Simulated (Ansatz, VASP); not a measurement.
One calculation of C, two programs

```
CELL_PARAMETERS angstrom
2.45873 0.00000 0.00000
-1.22937 2.12933 0.00000
0.00000 0.00000 7.24581
ATOMIC_POSITIONS crystal
C 0.93332 0.86664 0.00250
C 0.06668 0.13336 0.50250
C 0.26665 0.53329 0.00250
C 0.73335 0.46671 0.50250
```

Change from the starting cell: mode 4 frozen in at -0.000 Å and mode 5 at -0.284 Å (largest displacements).

Alike in both runs: task single point; functional PBEsol; k mesh 18 × 18 × 6; occupations gaussian, width 0.15 eV; no spin polarisation.

|  | VASP | Ansatz |
| --- | --- | --- |
| version | VASP 6.6.1 | Ansatz 0.2.0 |
| potentials or method | VASP PAW PBE potentials, release 64 (C), cutoff 520 eV | scalar-relativistic, plane waves, PAW |
| valence electrons in the cell | 16 | 16 |

```csv
,VASP,Ansatz,Ansatz less VASP
gap on the k mesh at the Fermi level (eV),0.01,0.01,0.000
least direct gap on the mesh (eV),0.01,0.01,0.000
pressure (GPa),0.7,0.1,-0.68
"traceless stress, the component that is largest in VASP (GPa)",-0.50,0.25,+0.750
rms of the force components (eV/Å),0.006,0.006,0.0000
```

VASP's potentials were made for PBE, not for PBEsol, and Ansatz warns of the same on its side. Atom by atom the forces differ by 0.000 eV/Å (rms over components). With one functional, cell and mesh, what is left measures potentials, basis and numerics.
